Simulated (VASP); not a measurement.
# BeS (F-43m) in VASP: settings compared, part 2 of 2

VASP 6.6.1. Earlier steps stand in the parts before.

### Step 3. Single point, r2SCAN

POSCAR

```
BeS
1.0
    0.0000000000      2.4343062304      2.4343062304
    2.4343062304      0.0000000000      2.4343062304
    2.4343062304      2.4343062304      0.0000000000
Be S
1 1
Direct
    0.0000000000      0.0000000000      0.0000000000
    0.2500000000      0.2500000000      0.2500000000
```

INCAR.step1

```
ALGO = Normal ; EDIFF = 1E-4
ENCUT = 520 ; GGA = PE
ISMEAR = 0 ; LASPH = T
LCHARG = F ; LREAL = F
LWAVE = T ; NBANDS = 11
NELM = 100 ; PREC = Accurate
SIGMA = 0.01
```

INCAR.step2

```
ALGO = Normal ; EDIFF = 1E-6
ENCUT = 520 ; ISIF = 2
ISMEAR = 0 ; ISTART = 1
LASPH = T ; LCHARG = F
LMIXTAU = T ; LREAL = F
LWAVE = F ; METAGGA = R2SCAN
NBANDS = 11 ; NELM = 100
PREC = Accurate ; SIGMA = 0.01
```

KPOINTS

```
k-points
0
Gamma
  8 8 8
```

Potentials or basis: VASP PAW PBE potentials, release 64 (Be, S).

Launch:

```sh
> cat potpaw_PBE.64/Be/POTCAR potpaw_PBE.64/S/POTCAR > POTCAR
> cp INCAR.step1 INCAR
> mpirun -np 1 vasp_std > vasp.out
> cp INCAR.step2 INCAR
> mpirun -np 1 vasp_std > vasp.out
```

OUTCAR:

```text
EDIFF = 1E-6
   ENCUT = 520
   ISIF = 2
   ISMEAR = 0
   ISTART = 1
   LASPH = T
   LREAL = F
   METAGGA = R2SCAN
   NELM = 100
   PREC = Accurate

 ion  position               nearest neighbor table
   1  0.000  0.000  0.000-   2 2.11   2 2.11   2 2.11   2 2.11
   2  0.250  0.250  0.250-   1 2.11   1 2.11   1 2.11   1 2.11

  LATTYP: Found a face centered cubic cell.
 ALAT       =     4.8686124608

  Lattice vectors:

 A1 = (   0.0000000000,   2.4343062304,   2.4343062304)
 A2 = (   2.4343062304,   0.0000000000,   2.4343062304)
 A3 = (   2.4343062304,   2.4343062304,   0.0000000000)

Analysis of symmetry for initial positions (statically):
=====================================================================
 Subroutine PRICEL returns:
 Original cell was already a primitive cell.

 Routine SETGRP: Setting up the symmetry group for a
 face centered cubic supercell.

 Subroutine GETGRP returns: Found 24 space group operations
 (whereof 24 operations were pure point group operations)
 out of a pool of 48 trial point group operations.

The static configuration has the point symmetry T_d .

Analysis of symmetry for dynamics (positions and initial velocities):
=====================================================================
 Subroutine PRICEL returns:
 Original cell was already a primitive cell.

 Routine SETGRP: Setting up the symmetry group for a
 face centered cubic supercell.

 Subroutine GETGRP returns: Found 24 space group operations
 (whereof 24 operations were pure point group operations)
 out of a pool of 48 trial point group operations.

The dynamic configuration has the point symmetry T_d .

 Subroutine INISYM returns: Found 24 space group operations
 (whereof 24 operations are pure point group operations),
 and found     1 'primitive' translations

----------------------------------------------------------------------------------------

                                     Primitive cell

[... 113 lines left out ...]
  Thomas-Fermi vector in A             =   2.203165
   LORBIT       =      0    0 simple, 1 ext, 2 COOP (PROOUT), +10 PAW based schemes
   METAGGA = R2SCAN    functional components
   LHFCALC =     F    Hartree Fock is set to
   AEXX    =    0.0000 exact exchange contribution
   IVDW    =     0    specifies the selected vdW correction
   LEPSILON=     F    determine dielectric tensor
   LRPA    =     F    only Hartree local field effects (RPA)
 non-spin polarized calculation
 Gauss-broadening in eV      SIGMA  =   0.01
  energy-cutoff  :      520.00
  volume of cell :       28.85
 maximum number of plane-waves:       791
 NGX is ok and might be reduce to    28
   NGX = 13   NGY = 13   NGZ = 13

 number of electron       7.9999999 magnetization

 Free energy of the ion-electron system (eV)
  ---------------------------------------------------
  ext. energy  EPLUGINS =         0.00000000
  ---------------------------------------------------
  free energy    TOTEN  =       -14.78653620 eV

  energy without entropy =      -14.78653620  energy(sigma->0) =      -14.78653620

 E-fermi :   3.9880     XC(G=0): -10.1335

 val. band max:        3.8486002569   @ k =   0.0000   0.0000   0.0000
 cond. band min:       7.4469931441   @ k =   0.5000   0.5000   0.0000
 fundamental gap:      3.5983928872
 Fermi energy:         3.9879598711

 k-point     1 :       0.0000    0.0000    0.0000
  band No.  band energies     occupation
      1     -10.3686      2.00000
      2       3.8486      2.00000
      3       3.8486      2.00000
      4       3.8486      2.00000
      5      10.1125      0.00000
      6      10.1125      0.00000
      7      10.1125      0.00000
      8      10.4333      0.00000
      9      17.2504      0.00000
     10      17.2504      0.00000
     11      19.6604      0.00000
[... 309 lines left out ...]
 k-point    24 :      -0.3750    0.2500    0.1250
  band No.  band energies     occupation
      1      -8.4403      2.00000
      2      -1.4890      2.00000
      3       1.0381      2.00000
      4       2.0020      2.00000
      5      10.4917      0.00000
      6      11.0366      0.00000
      7      13.6747      0.00000
      8      15.0507      0.00000
      9      16.1337      0.00000
     10      20.0368      0.00000
     11      20.7830      0.00000

 [... further k-points ...]
[... 5 lines left out ...]
  --------------------------------------------------------------------------------------
  -------------------------------------------------------------------------------------
  Total        0.0491167      0.0491167      0.0491167      0.0000000      0.0000000      0.0000000
  in kB        2.7276230      2.7276230      2.7276230      0.0000000      0.0000000      0.0000000
  external PRESSURE =       2.7276230 kB  Pullay stress =       0.0000000 kB

 VOLUME and BASIS-vectors are now :
 -----------------------------------------------------------------------------
  energy-cutoff  :      520.00
  volume of cell :       28.85
      direct lattice vectors                 reciprocal lattice vectors
     0.000000000  2.434306230  2.434306230    -0.205397330  0.205397330  0.205397330
     2.434306230  0.000000000  2.434306230     0.205397330 -0.205397330  0.205397330
     2.434306230  2.434306230  0.000000000     0.205397330  0.205397330 -0.205397330

 POSITION                                       TOTAL-FORCE (eV/Angst)
 -----------------------------------------------------------------------------------
      0.00000      0.00000      0.00000         0.000000      0.000000     -0.000000
      1.21715      1.21715      1.21715        -0.000000     -0.000000      0.000000
 -----------------------------------------------------------------------------------
    total drift:                                0.000000      0.000000      0.000000

  FREE ENERGIE OF THE ION-ELECTRON SYSTEM (eV)
  ---------------------------------------------------
  free  energy   TOTEN  =       -14.7865361959 eV

  energy  without entropy=      -14.7865361959  energy(sigma->0) =      -14.78653620
```

OUTCAR.step1:

```text
EDIFF = 1E-4
   ENCUT = 520
   GGA = PE
   ISMEAR = 0
   LASPH = T
[... 557 lines left out ...]
 -----------------------------------------------------------------------------------
      0.00000      0.00000      0.00000        -0.000000     -0.000000      0.000000
      1.21715      1.21715      1.21715         0.000000      0.000000      0.000000
 -----------------------------------------------------------------------------------
    total drift:                               -0.000000     -0.000000     -0.000000

  FREE ENERGIE OF THE ION-ELECTRON SYSTEM (eV)
  ---------------------------------------------------
  free  energy   TOTEN  =       -10.0130707116 eV

  energy  without entropy=      -10.0130707116  energy(sigma->0) =      -10.01307071
```

Run time: 30 s. Hardware: 1 thread of AMD EPYC 9R45 (Zen 5), shared host; peak memory 0.13 GiB.

Results:

- Free energy: -14.7865 eV
- Pressure: 0.3 GPa
- Band gap on the k mesh: 3.60 eV, indirect (least direct gap 6.26 eV)

Caveat: the PAW data sets were made with another functional, which shifts forces and pressure a little.
